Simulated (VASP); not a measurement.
A run of VASP 6.6.1 is set up as follows.

POSCAR

```
Si
1.0
    7.0553868945     -1.9630872573     -0.0000055839
    7.0553868945      1.9630872573     -0.0000055839
   -0.7621156083      0.0000000000      6.4145104642
Si
8
Direct
    0.0556195779      0.0556195779      0.8740774310
    0.9443804221      0.9443804221      0.1259225690
    0.5590046377      0.5590046377      0.6535391384
    0.4409953623      0.4409953623      0.3464608616
    0.2128300148      0.2128300148      0.0573104651
    0.7871699852      0.7871699852      0.9426895349
    0.7270863830      0.7270863830      0.5854694065
    0.2729136170      0.2729136170      0.4145305935
```

INCAR.step1

```
SYSTEM = Si
  ALGO = Normal
  EDIFF = 1E-4
  ENCUT = 520
  GGA = PE
  ISMEAR = 0
  LASPH = .True.
  LCHARG = .False.
  LREAL = .False.
  LWAVE = .True.
  NBANDS = 26
  NELM = 60
  PREC = Accurate
  SIGMA = 0.01
```

Contents of INCAR.step2:

```
SYSTEM = Si
  ALGO = Normal
  EDIFF = 1E-7
  ENCUT = 520
  ISIF = 2
  ISMEAR = 0
  ISTART = 1
  LASPH = .True.
  LCHARG = .True.
  LELF = .True.
  LMIXTAU = .True.
  LREAL = .False.
  LVHAR = .True.
  LWAVE = .False.
  METAGGA = R2SCAN
  NBANDS = 26
  NELM = 60
  PREC = Accurate
  SIGMA = 0.01
```

The input KPOINTS:

```
k-points
0
Gamma
  6 6 4
  0 0 0
```

Potentials or basis: VASP PAW PBE potentials, release 64 (Si).

Launch:

```console
$ cat potpaw_PBE.64/Si/POTCAR > POTCAR
$ cp INCAR.step1 INCAR
$ mpirun -np 1 vasp_std > vasp.out
$ cp INCAR.step2 INCAR
$ mpirun -np 1 vasp_std > vasp.out
```

Predict the pressure.

-4.9 GPa.

Estimate the largest force.

0.168 eV/Å.

What does it give for the band gap on the k mesh?

0.47 eV (least direct gap 0.79 eV).

Forces in eV/Å, atoms in the order of the input:
```
Si   0.134  0.000  0.047
Si  -0.134  0.000 -0.047
Si   0.069  0.000  0.088
Si  -0.069  0.000 -0.088
Si   0.160  0.000 -0.052
Si  -0.160  0.000  0.052
Si   0.048  0.000  0.103
Si  -0.048  0.000 -0.103
```

Caveat: the cell stands under tension; the PAW data sets were made with another functional, which shifts forces and pressure a little. A k mesh can miss the band edges.
